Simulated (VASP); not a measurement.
# ZnSe (F-43m) in VASP: further runs

ZnSe is run at these levels: LDA; tasks: single point.

Everything below comes from runs of VASP 6.6.1. Logs are shortened: lines on timing, memory, paths and dates and some standing lists are left out, and cuts for length are marked.

## Step 1: The cell of the first run

The structure is cubic, space group F-43m (No. 216). The conventional cell has a = 5.454 Å, b = 5.454 Å, c = 5.454 Å, α = 90.00°, β = 90.00°, γ = 90.00°. Zn (site symmetry -43m) has 4 Se at 2.36 Å within 3.1 Å. Se (site symmetry -43m) has 4 Zn at 2.36 Å within 3.1 Å.

## Step 2: Single point, LDA (20.28 Å³/atom)

INCAR reads:

```
SYSTEM = ZnSe
PREC = Accurate ; ENCUT = 500
EDIFF = 1E-6 ; ISMEAR = 0
SIGMA = 0.02 ; LREAL = .FALSE.
LASPH = .TRUE. ; NELM = 120
ALGO = Normal ; ISIF = 2
LWAVE = .FALSE. ; LCHARG = .TRUE.
LELF = .TRUE. ; LVHAR = .TRUE.
NBANDS = 16 ; GGA_COMPAT = .FALSE.
```

KPOINTS reads:

```
Automatic mesh
0
G
  8 8 8
  0 0 0
```

POSCAR reads:

```
ZnSe
1.0
    0.0000000000      2.7268484288      2.7268484288
    2.7268484288      0.0000000000      2.7268484288
    2.7268484288      2.7268484288      0.0000000000
Zn Se
1 1
Direct
    0.0000000000      0.0000000000      0.0000000000
    0.2500000000      0.2500000000      0.2500000000
```

Potentials or basis: VASP PAW LDA potentials, release 64 (Zn, Se).

Started as:

```bash
> cat potpaw_LDA.64/Zn/POTCAR potpaw_LDA.64/Se/POTCAR > POTCAR
> mpirun -np 1 vasp_std > vasp.out
```

OUTCAR:

```text
SYSTEM = ZnSe
   PREC = Accurate
   ENCUT = 500
   EDIFF = 1E-6
   ISMEAR = 0
   LREAL = .FALSE.
   LASPH = .TRUE.
   NELM = 120
   ISIF = 2

 ion  position               nearest neighbor table
   1  0.000  0.000  0.000-   2 2.36   2 2.36   2 2.36   2 2.36
   2  0.250  0.250  0.250-   1 2.36   1 2.36   1 2.36   1 2.36

  LATTYP: Found a face centered cubic cell.
 ALAT       =     5.4536968576

  Lattice vectors:

 A1 = (   0.0000000000,   2.7268484288,   2.7268484288)
 A2 = (   2.7268484288,   0.0000000000,   2.7268484288)
 A3 = (   2.7268484288,   2.7268484288,   0.0000000000)

Analysis of symmetry for initial positions (statically):
=====================================================================
 Subroutine PRICEL returns:
 Original cell was already a primitive cell.

 Routine SETGRP: Setting up the symmetry group for a
 face centered cubic supercell.

 Subroutine GETGRP returns: Found 24 space group operations
 (whereof 24 operations were pure point group operations)
 out of a pool of 48 trial point group operations.

The static configuration has the point symmetry T_d .

Analysis of symmetry for dynamics (positions and initial velocities):
=====================================================================
 Subroutine PRICEL returns:
 Original cell was already a primitive cell.

 Routine SETGRP: Setting up the symmetry group for a
 face centered cubic supercell.

 Subroutine GETGRP returns: Found 24 space group operations
 (whereof 24 operations were pure point group operations)
 out of a pool of 48 trial point group operations.

The dynamic configuration has the point symmetry T_d .

 Subroutine INISYM returns: Found 24 space group operations
 (whereof 24 operations are pure point group operations),
 and found     1 'primitive' translations

----------------------------------------------------------------------------------------

                                     Primitive cell

  volume of cell :      40.5521

  direct lattice vectors                    reciprocal lattice vectors
     0.000000000  2.726848429  2.726848429    -0.183361860  0.183361860  0.183361860
     2.726848429  0.000000000  2.726848429     0.183361860 -0.183361860  0.183361860
     2.726848429  2.726848429  0.000000000     0.183361860  0.183361860 -0.183361860

  length of vectors
     3.856346031  3.856346031  3.856346031     0.317592058  0.317592058  0.317592058

  position of ions in fractional coordinates (direct lattice)
     0.000000000  0.000000000  0.000000000
     0.250000000  0.250000000  0.250000000

  ion indices of the primitive-cell ions
   primitive index   ion index
                 1           1
                 2           2

----------------------------------------------------------------------------------------

 KPOINTS: Automatic mesh

Automatic generation of k-mesh.
 Grid dimensions read from file:
 generate k-points for:    8    8    8

 Generating k-lattice:

  Cartesian coordinates                     Fractional coordinates (reciprocal lattice)
    -0.022920233  0.022920233  0.022920233     0.125000000  0.000000000  0.000000000
     0.022920233 -0.022920233  0.022920233     0.000000000  0.125000000  0.000000000
     0.022920233  0.022920233 -0.022920233     0.000000000  0.000000000  0.125000000

  Length of vectors
     0.039699007  0.039699007  0.039699007

  Shift w.r.t. Gamma in fractional coordinates (k-lattice)
     0.000000000  0.000000000  0.000000000

 Subroutine IBZKPT returns following result:
 ===========================================

 Found     29 irreducible k-points:

 Following reciprocal coordinates:
            Coordinates               Weight
  0.000000  0.000000  0.000000      1.000000
  0.125000  0.000000  0.000000      8.000000
  0.250000  0.000000  0.000000      8.000000
  0.375000  0.000000  0.000000      8.000000
  0.500000  0.000000  0.000000      4.000000
  0.125000  0.125000  0.000000      6.000000
[... 16 lines left out ...]
  0.500000  0.250000  0.125000     48.000000
 -0.375000  0.250000  0.125000     24.000000
 [... further k-points ...]
   k-points           NKPTS =     29   k-points in BZ     NKDIM =     29   number of bands    NBANDS=     16
   number of dos      NEDOS =    301   number of ions     NIONS =      2
   total plane-waves  NPLWV =  21952
   dimension x,y,z NGX =    28 NGY =   28 NGZ =   28
   dimension x,y,z NGXF=    56 NGYF=   56 NGZF=   56
   ions per type =               1   1
   NGX,Y,Z   is equivalent  to a cutoff of  12.07, 12.07, 12.07 a.u.
   NGXF,Y,Z  is equivalent  to a cutoff of  24.14, 24.14, 24.14 a.u.
 SYSTEM =  ZnSe
   PREC   = accura    normal or accurate (medium, high low for compatibility)
   ISTART =      0    job   : 0-new  1-cont  2-samecut
   ICHARG =      2    charge: 1-file 2-atom 10-const
   ISPIN  =      1    spin polarized calculation?
   LNONCOLLINEAR =      F non collinear calculations
   LSORBIT =      F    spin-orbit coupling
   LASPH  =      T    aspherical Exc in radial PAW
   ENCUT  =  500.0 eV  36.75 Ry    6.06 a.u.   7.03  7.03  7.03*2*pi/ulx,y,z
   NELM   =    120;   NELMIN=  2; NELMDL= -5     # of ELM steps
   EDIFF  = 0.1E-05   stopping-criterion for ELM
   LREAL  =      F    real-space projection
   EDIFFG = 0.1E-04   stopping-criterion for IOM
   NSW    =      0    number of steps for IOM
   IBRION =     -1    ionic relax: 0-MD 1-quasi-New 2-CG
   NFREE  =      0    steps in history (QN), initial steepest desc. (CG)
   ISIF   =      2    stress and relaxation
   ISYM   =      2    0-nonsym 1-usesym 2-fastsym
   POTIM  = 0.5000    time-step for ionic-motion
   TEBEG  =    0.0;   TEEND  =   0.0 temperature during run
   PSTRESS=    0.0 pullay stress
   NELECT =      18.0000    total number of electrons
   NUPDOWN=      -1.0000    fix difference up-down
   EMIN   =  10.00;   EMAX   =-10.00  energy-range for DOS
   EFERMI =   0.00;   METHOD = LEGACY
   ISMEAR =     0;   SIGMA  =   0.02  broadening in eV -4-tet -1-fermi 0-gaus
   EFERMI_NEDOS =   21; number of points for ismear=-14 and -15
   IALGO  =     38    algorithm
   IMIX   =      4    mixing-type and parameters
     AMIX     =   0.40;   BMIX     =  1.00
     AMIX_MAG =   1.60;   BMIX_MAG =  1.00
  volume/ion in A,a.u.               =      20.28       136.83
  Fermi-wavevector in a.u.,A,eV,Ry     =   1.248805  2.359899 21.218479  1.559514
  Thomas-Fermi vector in A             =   2.382875
   LORBIT       =      0    0 simple, 1 ext, 2 COOP (PROOUT), +10 PAW based schemes
   GGA     = CA    functional components
   LHFCALC =     F    Hartree Fock is set to
   AEXX    =    0.0000 exact exchange contribution
   IVDW    =     0    specifies the selected vdW correction
   LEPSILON=     F    determine dielectric tensor
   LRPA    =     F    only Hartree local field effects (RPA)
 non-spin polarized calculation
 Gauss-broadening in eV      SIGMA  =   0.02
  energy-cutoff  :      500.00
  volume of cell :       40.55
 maximum number of plane-waves:      1056
   NGX = 13   NGY = 13   NGZ = 13

 number of electron      17.9999988 magnetization

 Free energy of the ion-electron system (eV)
  ---------------------------------------------------
  ext. energy  EPLUGINS =         0.00000000
  ---------------------------------------------------
  free energy    TOTEN  =        -7.32569099 eV

  energy without entropy =       -7.32569099  energy(sigma->0) =       -7.32569099

 E-fermi :   2.7418     XC(G=0): -10.2208

 val. band max:        2.5948138667   @ k =   0.0000   0.0000   0.0000
 cond. band min:       4.1532089596   @ k =   0.0000   0.0000   0.0000
 fundamental gap:      1.5583950929
 Fermi energy:         2.7417752930

 k-point     1 :       0.0000    0.0000    0.0000
  band No.  band energies     occupation
      1     -11.5062      2.00000
      2      -4.5727      2.00000
      3      -4.5727      2.00000
      4      -4.5727      2.00000
      5      -4.1020      2.00000
      6      -4.1020      2.00000
[... 8 lines left out ...]
     15      14.3163      0.00000
     16      14.3163      0.00000

 k-point     2 :       0.1250    0.0000    0.0000
  band No.  band energies     occupation
      1     -11.3811      2.00000
      2      -4.5734      2.00000
      3      -4.5526      2.00000
      4      -4.5526      2.00000
      5      -4.1042      2.00000
      6      -4.1042      2.00000
[... 8 lines left out ...]
     15      13.3682      0.00000
     16      13.5813      0.00000

 k-point     3 :       0.2500    0.0000    0.0000
  band No.  band energies     occupation
      1     -11.0519      2.00000
      2      -4.5325      2.00000
      3      -4.5088      2.00000
      4      -4.5088      2.00000
      5      -4.1027      2.00000
      6      -4.1027      2.00000
[... 8 lines left out ...]
     15      13.1177      0.00000
     16      13.2756      0.00000

 k-point     4 :       0.3750    0.0000    0.0000
  band No.  band energies     occupation
      1     -10.6732      2.00000
      2      -4.4745      2.00000
      3      -4.4745      2.00000
      4      -4.3233      2.00000
      5      -4.0883      2.00000
      6      -4.0883      2.00000
[... 8 lines left out ...]
     15      14.3909      0.00000
     16      14.3909      0.00000

 k-point     5 :       0.5000    0.0000    0.0000
  band No.  band energies     occupation
      1     -10.4970      2.00000
      2      -4.4638      2.00000
      3      -4.4638      2.00000
      4      -4.0777      2.00000
      5      -4.0777      2.00000
      6      -3.8999      2.00000
[... 8 lines left out ...]
     15      16.1312      0.00000
     16      16.1312      0.00000

 k-point     6 :       0.1250    0.1250    0.0000
  band No.  band energies     occupation
      1     -11.3392      2.00000
      2      -4.5938      2.00000
      3      -4.5355      2.00000
      4      -4.5355      2.00000
      5      -4.1181      2.00000
      6      -4.0926      2.00000
[... 8 lines left out ...]
     15      14.1407      0.00000
     16      14.5485      0.00000

 k-point     7 :       0.2500    0.1250    0.0000
  band No.  band energies     occupation
      1     -11.0769      2.00000
      2      -4.5882      2.00000
      3      -4.4891      2.00000
      4      -4.4887      2.00000
      5      -4.1262      2.00000
      6      -4.0845      2.00000
[... 8 lines left out ...]
     15      14.3404      0.00000
     16      14.8985      0.00000

 k-point     8 :       0.3750    0.1250    0.0000
  band No.  band energies     occupation
      1     -10.7083      2.00000
      2      -4.5091      2.00000
      3      -4.4481      2.00000
      4      -4.3966      2.00000
      5      -4.1020      2.00000
      6      -4.0748      2.00000
[... 8 lines left out ...]
     15      14.5164      0.00000
     16      15.2056      0.00000

 k-point     9 :       0.5000    0.1250    0.0000
  band No.  band energies     occupation
      1     -10.4531      2.00000
      2      -4.4676      2.00000
      3      -4.4339      2.00000
      4      -4.1574      2.00000
      5      -4.0752      2.00000
      6      -3.9397      2.00000
[... 8 lines left out ...]
     15      15.4563      0.00000
     16      16.1462      0.00000
[... 172 lines left out ...]
 k-point    19 :       0.5000    0.3750    0.0000
  band No.  band energies     occupation
      1     -10.2091      2.00000
      2      -4.5772      2.00000
      3      -4.2793      2.00000
      4      -4.2619      2.00000
      5      -4.0498      2.00000
      6      -3.9029      2.00000
[... 8 lines left out ...]
     15      16.6750      0.00000
     16      17.6123      0.00000

 k-point    20 :      -0.3750    0.3750    0.0000
  band No.  band energies     occupation
      1     -10.1769      2.00000
      2      -4.5046      2.00000
      3      -4.3053      2.00000
      4      -4.2036      2.00000
      5      -4.0750      2.00000
      6      -3.7488      2.00000
[... 8 lines left out ...]
     15      14.8632      0.00000
     16      18.7644      0.00000

 k-point    21 :       0.5000    0.5000    0.0000
  band No.  band energies     occupation
      1     -10.1507      2.00000
      2      -4.6167      2.00000
      3      -4.2476      2.00000
      4      -4.2476      2.00000
      5      -4.0382      2.00000
      6      -3.8764      2.00000
[... 8 lines left out ...]
     15      16.9356      0.00000
     16      17.5102      0.00000

 k-point    22 :       0.3750    0.2500    0.1250
  band No.  band energies     occupation
      1     -10.7916      2.00000
      2      -4.5583      2.00000
      3      -4.4479      2.00000
      4      -4.4217      2.00000
      5      -4.1247      2.00000
      6      -4.0695      2.00000
[... 8 lines left out ...]
     15      15.1977      0.00000
     16      16.4983      0.00000

 k-point    23 :       0.5000    0.2500    0.1250
  band No.  band energies     occupation
      1     -10.4726      2.00000
      2      -4.4715      2.00000
      3      -4.4196      2.00000
      4      -4.2854      2.00000
      5      -4.0893      2.00000
      6      -4.0308      2.00000
[... 8 lines left out ...]
     15      15.5735      0.00000
     16      16.6443      0.00000

 k-point    24 :      -0.3750    0.2500    0.1250
  band No.  band energies     occupation
      1     -10.3282      2.00000
      2      -4.4559      2.00000
      3      -4.3986      2.00000
      4      -4.1578      2.00000
      5      -4.0951      2.00000
      6      -3.8303      2.00000
[... 8 lines left out ...]
     15      15.6060      0.00000
     16      16.5896      0.00000

 [... further k-points ...]

------------------------ aborting loop because EDIFF is reached ----------------------------------------

  FORCE on cell =-STRESS in cart. coord.  units (eV):
  Direction    XX          YY          ZZ          XY          YZ          ZX
  --------------------------------------------------------------------------------------
  -------------------------------------------------------------------------------------
  Total        1.4108574      1.4108574      1.4108574     -0.0000000     -0.0000000      0.0000000
  in kB       55.7417632     55.7417632     55.7417632     -0.0000000     -0.0000000      0.0000000
  external PRESSURE =      55.7417632 kB  Pullay stress =       0.0000000 kB

 VOLUME and BASIS-vectors are now :
 -----------------------------------------------------------------------------
  energy-cutoff  :      500.00
  volume of cell :       40.55
      direct lattice vectors                 reciprocal lattice vectors
     0.000000000  2.726848429  2.726848429    -0.183361860  0.183361860  0.183361860
     2.726848429  0.000000000  2.726848429     0.183361860 -0.183361860  0.183361860
     2.726848429  2.726848429  0.000000000     0.183361860  0.183361860 -0.183361860

 POSITION                                       TOTAL-FORCE (eV/Angst)
 -----------------------------------------------------------------------------------
      0.00000      0.00000      0.00000        -0.000000      0.000000     -0.000000
      1.36342      1.36342      1.36342         0.000000     -0.000000      0.000000
 -----------------------------------------------------------------------------------
    total drift:                               -0.000000     -0.000000      0.000000

  FREE ENERGIE OF THE ION-ELECTRON SYSTEM (eV)
  ---------------------------------------------------
  free  energy   TOTEN  =        -7.3256909853 eV

  energy  without entropy=       -7.3256909853  energy(sigma->0) =       -7.32569099
```

Run time: 12 s. Hardware: 1 thread of Intel Xeon Platinum 8488C (Sapphire Rapids), shared host; peak memory 0.14 GiB.

Results:

| Quantity | Value |
| --- | --- |
| Free energy | -7.3257 eV |
| Pressure | 5.6 GPa |
| Band gap on the k mesh | 1.56 eV |

Levels at points of the mesh, in eV from the valence-band top:
```csv
k point,band 7,band 8,band 9,band 10,band 11,band 12
"(0.00, 0.00, 0.00)",0.00,0.00,0.00,1.56,5.65,5.65
"(0.50, 0.00, 0.00)",-6.08,-1.06,-1.06,2.57,6.25,6.25
"(0.50, 0.50, 0.00)",-5.35,-2.65,-2.65,2.53,3.28,11.43
```

Caveat: the cell stands under pressure.

(Continued in part 2 of 3.)
